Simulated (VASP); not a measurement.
A run of VASP 6.6.1 is set up as follows.

INCAR

```
SYSTEM = Sc
PREC = Accurate
ENCUT = 520
EDIFF = 1E-7
ISMEAR = -1
SIGMA = 0.05
LREAL = .False.
LASPH = .True.
NELM = 100
ALGO = Fast
ISIF = 2
LWAVE = .False.
LCHARG = .False.
GGA = PS
NBANDS = 18
```

KPOINTS

```
regular mesh
0
Gamma
  9 9 5
  0 0 0
```

Contents of POSCAR:

```
Sc
1.0
    3.2759274128      0.0000000000      0.0000000000
   -1.6379637064      2.8370363604      0.0000000000
    0.0000000000      0.0000000000      5.0938047383
Sc
2
Direct
    0.6666666667      0.3333333333      0.7500000000
    0.3333333333      0.6666666667      0.2500000000
```

Potentials or basis: VASP PAW PBE potentials, release 64 (Sc_sv).

The run is started by

```console
$ cat potpaw_PBE.64/Sc_sv/POTCAR > POTCAR
$ mpirun -np 1 vasp_std > vasp.out
```

(1) Predict the pressure.

(2) Estimate the band gap on the k mesh.

## Answers

(1) 0.0 GPa.

(2) zero (bands 11 and 12 overlap by 1.34 eV).

Caveat: the PAW data sets were made with another functional, which shifts forces and pressure a little.
